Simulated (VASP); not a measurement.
# LiF (I4/mmm) in VASP: notebook

The runs below take LiF through electric field gradients, with LDA.

Program: VASP 6.6.1. These are calculated values, not measurements. Logs are shortened: lines on timing, memory, paths and dates and some standing lists are left out, and cuts for length are marked.

### Step 1. The cell of the first run

It takes space group I4/mmm (No. 139, tetragonal). Conventional cell: a = 2.848 Å, b = 2.848 Å, c = 4.109 Å, α = 90.00°, β = 90.00°, γ = 90.00°. Within 2.7 Å of Li (site symmetry 4/mmm) lie 6 F at 2.01 to 2.05 Å. Within 2.7 Å of F (site symmetry 4/mmm) lie 6 Li at 2.01 to 2.05 Å.

### Step 2. Electric field gradients, LDA (zz strain of +2 %)

File INCAR:

```
  PREC = Accurate
  ENCUT = 520
  EDIFF = 1E-8
  ISMEAR = -1
  SIGMA = 0.03
  LREAL = F
  LASPH = T
  NELM = 100
  ALGO = Normal
  ISIF = 2
  LWAVE = F
  LCHARG = F
  GGA = CA
  LEFG = T
  NBANDS = 12
```

File KPOINTS:

```
Automatic mesh
0
Gamma
  10 10 10
```

File POSCAR:

```
LiF
1.0
    0.0000000000      2.0140000000      2.0542800000
    2.0140000000      0.0000000000      2.0542800000
    2.0140000000      2.0140000000      0.0000000000
Li F
1 1
Direct
    0.0000000000      0.0000000000      0.0000000000
    0.5000000000      0.5000000000      0.5000000000
```

Potentials or basis: VASP PAW LDA potentials, release 64 (Li_sv, F).

The run is started by

```bash
cat potpaw_LDA.64/Li_sv/POTCAR potpaw_LDA.64/F/POTCAR > POTCAR
mpirun -np 1 vasp_std > vasp.out
```

OUTCAR:

```text
PREC = Accurate
   ENCUT = 520
   EDIFF = 1E-8
   ISMEAR = -1
   LREAL = F
   LASPH = T
   NELM = 100
   ISIF = 2
   GGA = CA

 ion  position               nearest neighbor table
   1  0.000  0.000  0.000-   2 2.01   2 2.01   2 2.01   2 2.01   2 2.05   2 2.05
   2  0.500  0.500  0.500-   1 2.01   1 2.01   1 2.01   1 2.01   1 2.05   1 2.05

  LATTYP: Found a body centered tetragonal cell.
 ALAT       =     2.8482261146
 C/A-ratio  =     1.4424978336

  Lattice vectors:

 A1 = (  -2.0140000000,   0.0000000000,   2.0542800000)
 A2 = (   2.0140000000,   0.0000000000,   2.0542800000)
 A3 = (   0.0000000000,   2.0140000000,  -2.0542800000)

Analysis of symmetry for initial positions (statically):
=====================================================================
 Subroutine PRICEL returns:
 Original cell was already a primitive cell.

 Routine SETGRP: Setting up the symmetry group for a
 body centered tetragonal supercell.

 Subroutine GETGRP returns: Found 16 space group operations
 (whereof 16 operations were pure point group operations)
 out of a pool of 16 trial point group operations.

The static configuration has the point symmetry D_4h.

Analysis of symmetry for dynamics (positions and initial velocities):
=====================================================================
 Subroutine PRICEL returns:
 Original cell was already a primitive cell.

 Routine SETGRP: Setting up the symmetry group for a
 body centered tetragonal supercell.

 Subroutine GETGRP returns: Found 16 space group operations
 (whereof 16 operations were pure point group operations)
 out of a pool of 16 trial point group operations.

The dynamic configuration has the point symmetry D_4h.

 Subroutine INISYM returns: Found 16 space group operations
 (whereof 16 operations are pure point group operations),
 and found     1 'primitive' translations

----------------------------------------------------------------------------------------

                                     Primitive cell

  volume of cell :      16.6651

  direct lattice vectors                    reciprocal lattice vectors
     0.000000000  2.014000000  2.054280000    -0.248262165  0.248262165  0.243394279
     2.014000000  0.000000000  2.054280000     0.248262165 -0.248262165  0.243394279
     2.014000000  2.014000000  0.000000000     0.248262165  0.248262165 -0.243394279

  length of vectors
     2.876849374  2.876849374  2.848226115     0.427210698  0.427210698  0.427210698

  position of ions in fractional coordinates (direct lattice)
     0.000000000  0.000000000  0.000000000
     0.500000000  0.500000000  0.500000000

  ion indices of the primitive-cell ions
   primitive index   ion index
                 1           1
                 2           2

----------------------------------------------------------------------------------------

 KPOINTS: Automatic mesh

Automatic generation of k-mesh.
 Grid dimensions read from file:
 generate k-points for:   10   10   10

 Generating k-lattice:

  Cartesian coordinates                     Fractional coordinates (reciprocal lattice)
    -0.024826216  0.024826216  0.024339428     0.100000000  0.000000000  0.000000000
     0.024826216 -0.024826216  0.024339428     0.000000000  0.100000000  0.000000000
     0.024826216  0.024826216 -0.024339428     0.000000000  0.000000000  0.100000000

  Length of vectors
     0.042721070  0.042721070  0.042721070

  Shift w.r.t. Gamma in fractional coordinates (k-lattice)
     0.000000000  0.000000000  0.000000000

 Subroutine IBZKPT returns following result:
 ===========================================

 Found    102 irreducible k-points:

 Following reciprocal coordinates:
            Coordinates               Weight
  0.000000  0.000000  0.000000      1.000000
  0.100000  0.000000  0.000000      8.000000
  0.200000  0.000000  0.000000      8.000000
  0.300000  0.000000  0.000000      8.000000
  0.400000  0.000000  0.000000      8.000000
  0.500000  0.000000  0.000000      4.000000
[... 16 lines left out ...]
  0.300000  0.300000  0.000000      2.000000
  0.400000  0.300000  0.000000      8.000000
 [... further k-points ...]
   k-points           NKPTS =    102   k-points in BZ     NKDIM =    102   number of bands    NBANDS=     12
   number of dos      NEDOS =    301   number of ions     NIONS =      2
   total plane-waves  NPLWV =  13824
   dimension x,y,z NGX =    24 NGY =   24 NGZ =   24
   dimension x,y,z NGXF=    48 NGYF=   48 NGZF=   48
   ions per type =               1   1
   NGX,Y,Z   is equivalent  to a cutoff of  13.87, 13.87, 14.01 a.u.
   NGXF,Y,Z  is equivalent  to a cutoff of  27.74, 27.74, 28.02 a.u.
 SYSTEM =  unknown system
   PREC   = accura    normal or accurate (medium, high low for compatibility)
   ISTART =      0    job   : 0-new  1-cont  2-samecut
   ICHARG =      2    charge: 1-file 2-atom 10-const
   ISPIN  =      1    spin polarized calculation?
   LNONCOLLINEAR =      F non collinear calculations
   LSORBIT =      F    spin-orbit coupling
   LASPH  =      T    aspherical Exc in radial PAW
   ENCUT  =  520.0 eV  38.22 Ry    6.18 a.u.   5.35  5.35  5.30*2*pi/ulx,y,z
   NELM   =    100;   NELMIN=  2; NELMDL= -5     # of ELM steps
   EDIFF  = 0.1E-07   stopping-criterion for ELM
   LREAL  =      F    real-space projection
   EDIFFG = 0.1E-06   stopping-criterion for IOM
   NSW    =      0    number of steps for IOM
   IBRION =     -1    ionic relax: 0-MD 1-quasi-New 2-CG
   NFREE  =      0    steps in history (QN), initial steepest desc. (CG)
   ISIF   =      2    stress and relaxation
   ISYM   =      2    0-nonsym 1-usesym 2-fastsym
   POTIM  = 0.5000    time-step for ionic-motion
   TEBEG  =    0.0;   TEEND  =   0.0 temperature during run
   PSTRESS=    0.0 pullay stress
   NELECT =      10.0000    total number of electrons
   NUPDOWN=      -1.0000    fix difference up-down
   EMIN   =  10.00;   EMAX   =-10.00  energy-range for DOS
   EFERMI =   0.00;   METHOD = LEGACY
   ISMEAR =    -1;   SIGMA  =   0.03  broadening in eV -4-tet -1-fermi 0-gaus
   EFERMI_NEDOS =   21; number of points for ismear=-14 and -15
   IALGO  =     38    algorithm
   IMIX   =      4    mixing-type and parameters
     AMIX     =   0.40;   BMIX     =  1.00
     AMIX_MAG =   1.60;   BMIX_MAG =  1.00
  volume/ion in A,a.u.               =       8.33        56.23
  Fermi-wavevector in a.u.,A,eV,Ry     =   1.380825  2.609381 25.941925  1.906678
  Thomas-Fermi vector in A             =   2.505666
   LORBIT       =      0    0 simple, 1 ext, 2 COOP (PROOUT), +10 PAW based schemes
   GGA     = CA    functional components
   LHFCALC =     F    Hartree Fock is set to
   AEXX    =    0.0000 exact exchange contribution
   IVDW    =     0    specifies the selected vdW correction
   LEPSILON=     F    determine dielectric tensor
   LRPA    =     F    only Hartree local field effects (RPA)
 non-spin polarized calculation
  energy-cutoff  :      520.00
  volume of cell :       16.67
 maximum number of plane-waves:       460
 NGX is ok and might be reduce to    24
   NGX = 11   NGY = 11   NGZ = 11

 number of electron      10.0000000 magnetization

 number of electron       9.9999993 magnetization

 Free energy of the ion-electron system (eV)
  ---------------------------------------------------
  ext. energy  EPLUGINS =         0.00000000
  ---------------------------------------------------
  free energy    TOTEN  =       -10.45725010 eV

  energy without entropy =      -10.45725010  energy(sigma->0) =      -10.45725010

 E-fermi :  -0.7667     XC(G=0): -10.5708

 val. band max:       -1.3896168640   @ k =   0.0000   0.0000   0.0000
 cond. band min:       7.2364482941   @ k =   0.0000   0.0000   0.0000
 fundamental gap:      8.6260651581
 Fermi energy:        -0.7666718262

 k-point     1 :       0.0000    0.0000    0.0000
  band No.  band energies     occupation
      1     -41.2112      2.00000
      2     -20.9340      2.00000
      3      -1.4353      2.00000
      4      -1.4353      2.00000
      5      -1.3896      2.00000
      6       7.2364      0.00000
      7      21.4942      0.00000
      8      21.9361      0.00000
      9      21.9361      0.00000
     10      22.1858      0.00000
     11      22.3549      0.00000
     12      22.3549      0.00000

 k-point     2 :       0.1000    0.0000    0.0000
  band No.  band energies     occupation
      1     -41.2051      2.00000
      2     -20.8947      2.00000
      3      -1.7109      2.00000
      4      -1.4544      2.00000
      5      -1.4294      2.00000
      6       7.5253      0.00000
      7      19.2131      0.00000
      8      20.4460      0.00000
      9      20.7536      0.00000
     10      23.1902      0.00000
     11      23.3408      0.00000
     12      23.3499      0.00000

 k-point     3 :       0.2000    0.0000    0.0000
  band No.  band energies     occupation
      1     -41.1893      2.00000
      2     -20.7910      2.00000
      3      -2.4008      2.00000
      4      -1.5034      2.00000
      5      -1.4976      2.00000
      6       8.1575      0.00000
      7      16.7829      0.00000
      8      18.9625      0.00000
      9      19.3051      0.00000
     10      24.2036      0.00000
     11      24.6326      0.00000
     12      24.6778      0.00000
[... 286 lines left out ...]
 k-point    23 :       0.3000    0.3000    0.0000
  band No.  band energies     occupation
      1     -41.1601      2.00000
      2     -20.5201      2.00000
      3      -3.3517      2.00000
      4      -2.0643      2.00000
      5      -2.0643      2.00000
      6      10.2535      0.00000
      7      16.0956      0.00000
      8      16.9082      0.00000
      9      18.5079      0.00000
     10      18.5079      0.00000
     11      32.0706      0.00000
     12      32.7826      0.00000

 k-point    24 :       0.4000    0.3000    0.0000
  band No.  band energies     occupation
      1     -41.1485      2.00000
      2     -20.4116      2.00000
      3      -3.7647      2.00000
      4      -2.2755      2.00000
      5      -2.1550      2.00000
      6      11.0230      0.00000
      7      14.9435      0.00000
      8      16.4379      0.00000
      9      18.2498      0.00000
     10      19.3282      0.00000
     11      31.5939      0.00000
     12      32.9232      0.00000

 [... further k-points ...]
[... 5 lines left out ...]
  --------------------------------------------------------------------------------------
  -------------------------------------------------------------------------------------
  Total       -0.7727122     -0.7727122     -0.8753906      0.0000000      0.0000000      0.0000000
  in kB      -74.2881900    -74.2881900    -84.1596442      0.0000000      0.0000000      0.0000000
  external PRESSURE =     -77.5786748 kB  Pullay stress =       0.0000000 kB

 VOLUME and BASIS-vectors are now :
 -----------------------------------------------------------------------------
  energy-cutoff  :      520.00
  volume of cell :       16.67
      direct lattice vectors                 reciprocal lattice vectors
     0.000000000  2.014000000  2.054280000    -0.248262165  0.248262165  0.243394279
     2.014000000  0.000000000  2.054280000     0.248262165 -0.248262165  0.243394279
     2.014000000  2.014000000  0.000000000     0.248262165  0.248262165 -0.243394279

 POSITION                                       TOTAL-FORCE (eV/Angst)
 -----------------------------------------------------------------------------------
      0.00000      0.00000      0.00000         0.000000     -0.000000      0.000000
      2.01400      2.01400      2.05428        -0.000000      0.000000     -0.000000
 -----------------------------------------------------------------------------------
    total drift:                               -0.000000     -0.000000      0.000000

  FREE ENERGIE OF THE ION-ELECTRON SYSTEM (eV)
  ---------------------------------------------------
  free  energy   TOTEN  =       -10.4572501026 eV

  energy  without entropy=      -10.4572501025  energy(sigma->0) =      -10.45725010

 Electric field gradients (V/A^2)
---------------------------------------------------------------------
 ion       V_xx      V_yy      V_zz      V_xy      V_xz      V_yz
---------------------------------------------------------------------
   1      -0.049    -0.049     0.099    -0.002    -0.001    -0.001
   2      -0.342    -0.342     0.683    -0.000    -0.001    -0.001
---------------------------------------------------------------------

 Electric field gradients after diagonalization (V/A^2)
 (convention: |V_zz| > |V_xx| > |V_yy|)
----------------------------------------------------------------------
 ion       V_xx      V_yy      V_zz     asymmetry (V_yy - V_xx)/ V_zz
----------------------------------------------------------------------
   1      -0.051    -0.047     0.099       0.040
   2      -0.342    -0.341     0.683       0.001
----------------------------------------------------------------------

           NMR quadrupolar parameters

 Cq : quadrupolar parameter    Cq=e*Q*V_zz/h
 eta: asymmetry parameters     (V_yy - V_xx)/ V_zz
 Q  : nuclear electric quadrupole moment in mb (millibarn)
----------------------------------------------------------------------
 ion       Cq(MHz)       eta       Q (mb)
----------------------------------------------------------------------
   1       0.000       0.040       1.000
   2       0.002       0.001       1.000
----------------------------------------------------------------------
```

It took 6.6 s on 1 thread of Intel Xeon 6975P-C (Granite Rapids), shared host; peak memory 0.12 GiB.

Results:

| Quantity | Value |
| --- | --- |
| Free energy | -10.4573 eV |
| Band gap on the k mesh | 8.63 eV, direct |

Levels at points of the mesh, in eV from the valence-band top:
```tsv
k point	band 2	band 3	band 4	band 5	band 6	band 7	band 8	band 9
(0.00, 0.00, 0.00)	-19.54	-0.05	-0.05	0.00	8.63	22.88	23.33	23.33
(0.50, 0.00, 0.00)	-19.11	-2.55	-0.27	-0.23	10.24	16.11	18.07	18.41
(0.50, 0.50, 0.00)	-18.85	-3.07	-0.99	-0.99	13.97	16.08	16.84	19.69
(0.50, 0.00, 0.50)	-18.83	-3.05	-1.11	-0.99	14.32	15.82	16.88	19.27
```

Electric field gradients, principal values (V/Å²):
```csv
atom,least,middle,greatest (by size)
1 Li,-0.047,-0.051,0.099
2 F,-0.341,-0.342,0.683
```

Caveat: the cell differs from its parent crystal (zz strain of +2 %); the cutoff is under 1.25 times the usual one of these potentials, so pressure, stress and relaxed cells hold a basis-set (Pulay) error; without QUAD_EFG the Cq values of the log hold for a quadrupole moment of 1 mb, not for the nuclei. A k mesh can miss the band edges.

(Continued in part 2 of 3.)
